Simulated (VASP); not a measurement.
# BAs (I-4m2) in VASP: notebook, part 2 of 2

VASP 6.6.1. The steps go on from the part before.

## Step 3: Single point, PBE (zz strain of +3 %)

File INCAR:

```
SYSTEM = BAs
ALGO     = Normal         ! electronic algorithm
EDIFF    = 1E-6           ! SCF threshold, eV
ENCUT    = 520            ! plane-wave cutoff, eV
GGA      = PE             ! functional
ISIF     = 2              ! what is computed and relaxed
ISMEAR   = -1             ! smearing method
LASPH    = .TRUE.         ! aspherical terms in the spheres
LCHARG   = .TRUE.         ! write CHGCAR
LELF     = .TRUE.         ! ELF
LREAL    = .FALSE.        ! projectors in reciprocal space
LVHAR    = .TRUE.       
LWAVE    = .FALSE.        ! write WAVECAR
NBANDS   = 11             ! bands
NELM     = 100            ! most SCF steps
PREC     = Accurate       ! precision mode
SIGMA    = 0.03           ! smearing width, eV
```

File KPOINTS:

```
k-points
0
G
  15 15 15
  0 0 0
```

File POSCAR:

```
BAs
1.0
    0.0000000000      2.3885000000      2.4601550000
    2.3885000000      0.0000000000      2.4601550000
    2.3885000000      2.3885000000      0.0000000000
B As
1 1
Direct
    0.0000000000      0.0000000000      0.0000000000
    0.7500000000      0.7500000000      0.7500000000
```

Potentials or basis: VASP PAW PBE potentials, release 64 (B, As).

Launch:

```console
$ cat potpaw_PBE.64/B/POTCAR potpaw_PBE.64/As/POTCAR > POTCAR
$ mpirun -np 1 vasp_std > vasp.out
```

OUTCAR:

```text
SYSTEM = BAs
   EDIFF = 1E-6
   ENCUT = 520
   GGA = PE
   ISIF = 2
   ISMEAR = -1
   LASPH = .TRUE.
   LREAL = .FALSE.
   NELM = 100
   PREC = Accurate

 ion  position               nearest neighbor table
   1  0.000  0.000  0.000-   2 2.09   2 2.09   2 2.09   2 2.09
   2  0.750  0.750  0.750-   1 2.09   1 2.09   1 2.09   1 2.09

  LATTYP: Found a body centered tetragonal cell.
 ALAT       =     3.3778490937
 C/A-ratio  =     1.4566399692

  Lattice vectors:

 A1 = (  -2.3885000000,   0.0000000000,   2.4601550000)
 A2 = (   2.3885000000,   0.0000000000,   2.4601550000)
 A3 = (   0.0000000000,   2.3885000000,  -2.4601550000)

Analysis of symmetry for initial positions (statically):
=====================================================================
 Subroutine PRICEL returns:
 Original cell was already a primitive cell.

 Routine SETGRP: Setting up the symmetry group for a
 body centered tetragonal supercell.

 Subroutine GETGRP returns: Found  8 space group operations
 (whereof  8 operations were pure point group operations)
 out of a pool of 16 trial point group operations.

The static configuration has the point symmetry D_2d.

Analysis of symmetry for dynamics (positions and initial velocities):
=====================================================================
 Subroutine PRICEL returns:
 Original cell was already a primitive cell.

 Routine SETGRP: Setting up the symmetry group for a
 body centered tetragonal supercell.

 Subroutine GETGRP returns: Found  8 space group operations
 (whereof  8 operations were pure point group operations)
 out of a pool of 16 trial point group operations.

The dynamic configuration has the point symmetry D_2d.

 Subroutine INISYM returns: Found  8 space group operations
 (whereof  8 operations are pure point group operations),
 and found     1 'primitive' translations

[... 120 lines left out ...]
   LHFCALC =     F    Hartree Fock is set to
   AEXX    =    0.0000 exact exchange contribution
   IVDW    =     0    specifies the selected vdW correction
   LEPSILON=     F    determine dielectric tensor
   LRPA    =     F    only Hartree local field effects (RPA)
 non-spin polarized calculation
  energy-cutoff  :      520.00
  volume of cell :       28.07
 maximum number of plane-waves:       772
 NGX is ok and might be reduce to    28
   NGX = 13   NGY = 13   NGZ = 13

 number of electron       8.0000000 magnetization

 Free energy of the ion-electron system (eV)
  ---------------------------------------------------
  ext. energy  EPLUGINS =         0.00000000
  ---------------------------------------------------
  free energy    TOTEN  =       -11.40328886 eV

  energy without entropy =      -11.40328886  energy(sigma->0) =      -11.40328886

 E-fermi :   6.3909     XC(G=0): -10.4577

 val. band max:        5.9016473205   @ k =   0.0000   0.0000   0.0000
 cond. band min:       6.8881852663   @ k =   0.4000   0.0000   0.4000
 fundamental gap:      0.9865379458
 Fermi energy:         6.3908528227

 k-point     1 :       0.0000    0.0000    0.0000
  band No.  band energies     occupation
      1      -9.3298      2.00000
      2       5.6106      2.00000
      3       5.9016      2.00000
      4       5.9016      2.00000
      5       8.9869      0.00000
      6       8.9869      0.00000
      7       9.1757      0.00000
      8      10.1072      0.00000
      9      15.2503      0.00000
     10      18.2025      0.00000
     11      19.0369      0.00000
[... 309 lines left out ...]
 k-point    24 :       0.2000    0.1333    0.0000
  band No.  band energies     occupation
      1      -8.7160      2.00000
      2       2.9330      2.00000
      3       4.2868      2.00000
      4       4.3443      2.00000
      5       8.4921      0.00000
      6      10.7111      0.00000
      7      11.2528      0.00000
      8      11.7403      0.00000
      9      15.1408      0.00000
     10      17.3657      0.00000
     11      19.1774      0.00000

 [... further k-points ...]

------------------------ aborting loop because EDIFF is reached ----------------------------------------

  FORCE on cell =-STRESS in cart. coord.  units (eV):
  Direction    XX          YY          ZZ          XY          YZ          ZX
  --------------------------------------------------------------------------------------
  -------------------------------------------------------------------------------------
  Total        0.2493803      0.2493803     -0.8356518      0.0000000      0.0000000      0.0000000
  in kB       14.2340918     14.2340918    -47.6972129      0.0000000      0.0000000      0.0000000
  external PRESSURE =      -6.4096764 kB  Pullay stress =       0.0000000 kB

 VOLUME and BASIS-vectors are now :
 -----------------------------------------------------------------------------
  energy-cutoff  :      520.00
  volume of cell :       28.07
      direct lattice vectors                 reciprocal lattice vectors
     0.000000000  2.388500000  2.460155000    -0.209336404  0.209336404  0.203239227
     2.388500000  0.000000000  2.460155000     0.209336404 -0.209336404  0.203239227
     2.388500000  2.388500000  0.000000000     0.209336404  0.209336404 -0.203239227

 POSITION                                       TOTAL-FORCE (eV/Angst)
 -----------------------------------------------------------------------------------
      0.00000      0.00000      0.00000         0.000000      0.000000     -0.000000
      3.58275      3.58275      3.69023        -0.000000     -0.000000      0.000000
 -----------------------------------------------------------------------------------
    total drift:                                0.000000      0.000000      0.000000

  FREE ENERGIE OF THE ION-ELECTRON SYSTEM (eV)
  ---------------------------------------------------
  free  energy   TOTEN  =       -11.4032888620 eV

  energy  without entropy=      -11.4032888618  energy(sigma->0) =      -11.40328886
```

OSZICAR:

```text
N       E                     dE             d eps       ncg     rms          rms(c)
DAV:   1     0.120394899356E+02    0.12039E+02   -0.37945E+03  6344   0.644E+02
DAV:   2    -0.112798919695E+02   -0.23319E+02   -0.22240E+02  8464   0.103E+02
DAV:   3    -0.119834577815E+02   -0.70357E+00   -0.70181E+00  7888   0.167E+01
DAV:   4    -0.119854368997E+02   -0.19791E-02   -0.19790E-02  7000   0.100E+00
DAV:   5    -0.119854400640E+02   -0.31643E-05   -0.31642E-05  7664   0.430E-02    0.472E+00
DAV:   6    -0.114616063079E+02    0.52383E+00   -0.14953E+00  6765   0.488E+00    0.230E+00
DAV:   7    -0.114092002733E+02    0.52406E-01   -0.17056E-01  7509   0.204E+00    0.961E-01
DAV:   8    -0.114028262181E+02    0.63741E-02   -0.19521E-02  7179   0.788E-01    0.954E-02
DAV:   9    -0.114031260831E+02   -0.29986E-03   -0.77982E-04  7287   0.158E-01    0.554E-02
DAV:  10    -0.114032825967E+02   -0.15651E-03   -0.19321E-04  6757   0.845E-02    0.119E-02
DAV:  11    -0.114032885833E+02   -0.59866E-05   -0.54925E-06  7899   0.157E-02    0.985E-03
DAV:  12    -0.114032888620E+02   -0.27868E-06   -0.28067E-06  6687   0.915E-03
   1 F= -.11403289E+02 E0= -.11403289E+02  d E =-.141453E-09
```

Run time: 88 s. Hardware: 1 thread of Intel Xeon 6975P-C (Granite Rapids), shared host; peak memory 0.23 GiB.

Results:

| Property | Result |
| --- | --- |
| Free energy | -11.4033 eV |
| Pressure | -0.6 GPa |
| Band gap on the k mesh | 0.99 eV, indirect (least direct gap 3.09 eV) |

Levels at points of the mesh, in eV from the valence-band top:
| k point | band 1 | band 2 | band 3 | band 4 | band 5 | band 6 | band 7 | band 8 | band 9 |
| --- | --- | --- | --- | --- | --- | --- | --- | --- | --- |
| (0.00, 0.00, 0.00) | -15.23 | -0.29 | 0.00 | 0.00 | 3.09 | 3.09 | 3.27 | 4.21 | 9.35 |

Caveat: the cell differs from its parent crystal (zz strain of +3 %). A k mesh can miss the band edges.
